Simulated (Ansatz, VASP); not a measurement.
Si2S in VASP and in Ansatz

```
Si S
1.0
     3.31778    0.00000    0.00000
    -1.65889    2.87328    0.00000
     0.00000    0.00000   10.02821
Si S
4 2
Direct
  0.33333 0.66667 0.57714
  0.66667 0.33333 0.07714
  0.33333 0.66667 0.92286
  0.66667 0.33333 0.42286
  0.33333 0.66667 0.25000
  0.66667 0.33333 0.75000
```

Alike in both runs: functional r2SCAN; k mesh 6 × 6 × 2; occupations gaussian, width 0.1 eV; no spin polarisation.

Ansatz relaxed the structure, and its values are those at the end. VASP's run is a single point on that final structure, the one shown.

|  | VASP | Ansatz |
| --- | --- | --- |
| version | VASP 6.6.1 | Ansatz 0.2.0 |
| potentials or method | VASP PAW PBE potentials, release 64 (Si, S), cutoff 520 eV | scalar-relativistic, plane waves, PAW |
| valence electrons in the cell | 28 | 28 |

|  | VASP | Ansatz | Ansatz less VASP |
| --- | --- | --- | --- |
| gap on the k mesh at the Fermi level (eV) | none | none | - |
| pressure (GPa) | 0.0 | 0.0 | +0.07 |

VASP's potentials were made for PBE, not for r2SCAN. A gap of «none» marks a metal or a gap that the smearing closes.

The k mesh is coarse, so the values compare programs but aren't converged.
